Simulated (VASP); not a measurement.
Mg: electric field gradients with LDA

The system is Mg.

```
Mg
1.0
     3.20927   -0.03209   -0.03209
    -1.63243    2.79536   -0.01175
    -0.05210   -0.05210    5.21033
Mg
2
Cartesian
  -0.0316 1.8398 1.2841
  1.5563 0.8713 3.8824
```

This cell differs from its parent crystal: equal xy, yz and zx shear strains of -2 %.

- Program: VASP 6.6.1
- Task: electric field gradients
- Functional: LDA
- Potentials or basis: VASP PAW LDA potentials, release 64 (Mg)
- Cutoff: 520 eV
- k mesh: 12 × 12 × 7
- Occupations: fermi-dirac, width 0.05 eV
- Spin: no spin polarisation
- Dipole correction: no
- Further INCAR settings: ALGO = Normal; EDIFF = 1e-08; NBANDS = 9

The pressure is -2.8 GPa and the largest force is 0.016 eV/Å. The band gap on the k mesh is zero (bands 2 and 3 overlap by 2.29 eV) and the largest electric field gradient by atom is Mg +1.1 V/Å².

Forces in eV/Å, atoms in the order of the input:
```
Mg   0.016  0.000  0.002
Mg  -0.016  0.000 -0.002
```

Stress tensor (GPa, compression positive):
```
-2.55  0.22  0.31
 0.22 -2.57  0.32
 0.31  0.32 -3.23
```

Levels at points of the mesh, in eV from the Fermi level:
```csv
k point,band 1,band 2,band 3,band 4,band 5
"(0.00, 0.00, 0.00)",-6.82,-1.58,-1.23,10.65,10.69
"(0.50, 0.00, 0.00)",-1.99,-1.98,2.67,3.08,3.44
"(0.00, 0.50, 0.00)",-2.09,-2.05,2.62,3.06,3.31
"(0.50, 0.50, 0.00)",-2.18,-2.11,2.58,3.05,3.19
```

Electric field gradients, principal values (V/Å²):
```
atom   least  middle  greatest (by size)
1 Mg  -0.044  -1.093               1.137
2 Mg  -0.044  -1.093               1.137
```

Wall time 36 s on 1 thread of Intel(R) Xeon(R) 6975P-C (Granite Rapids), on a shared host, peak memory 0.3 GiB.

Caveat: the cell differs from its parent crystal (equal xy, yz and zx shear strains of -2 %); without QUAD_EFG the Cq values of the log hold for a quadrupole moment of 1 mb, not for the nuclei.
